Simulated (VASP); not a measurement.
BN, 2 atoms in the cell. The structure is cubic, space group F-43m (No. 216). The conventional cell has a = 3.624 Å, b = 3.624 Å, c = 3.624 Å, α = 90.00°, β = 90.00°, γ = 90.00°. Within 2.1 Å of B (site symmetry -43m) lie 4 N at 1.57 Å. Within 2.1 Å of N (site symmetry -43m) lie 4 B at 1.57 Å. 

| Property | Result |
| --- | --- |
| Program | VASP 6.6.1 |
| Task | relaxation of cell and atoms |
| Functional | PBE |
| Dispersion | D3(BJ) |
| Potentials or basis | VASP PAW PBE potentials, release 64 (B, N) |
| Cutoff | 600 eV |
| k mesh | 12 × 12 × 12 |
| Occupations | gaussian, width 0.02 eV |
| Spin | no spin polarisation |
| Dipole correction | no |
| Further INCAR settings | ALGO = Normal; EDIFF = 1e-07; IBRION = 2; EDIFFG = -0.02; NSW = 70; ISIF = 3 |

Potentials or basis: VASP PAW PBE potentials, release 64 (B, N).

Run with:

```sh
$ cat potpaw_PBE.64/B/POTCAR potpaw_PBE.64/N/POTCAR > POTCAR
$ mpirun -np 1 vasp_std > vasp.out
```

Hardware: 1 thread of Intel Xeon 8259CL, with other jobs on the host.

**Question.** Estimate the wall time of this run.

**Answer.** Run time: 30 s on 1 thread of Intel Xeon 8259CL (shared host), peak memory 0.14 GiB. Counts: scf iterations 27, k points 72, ion steps 3.
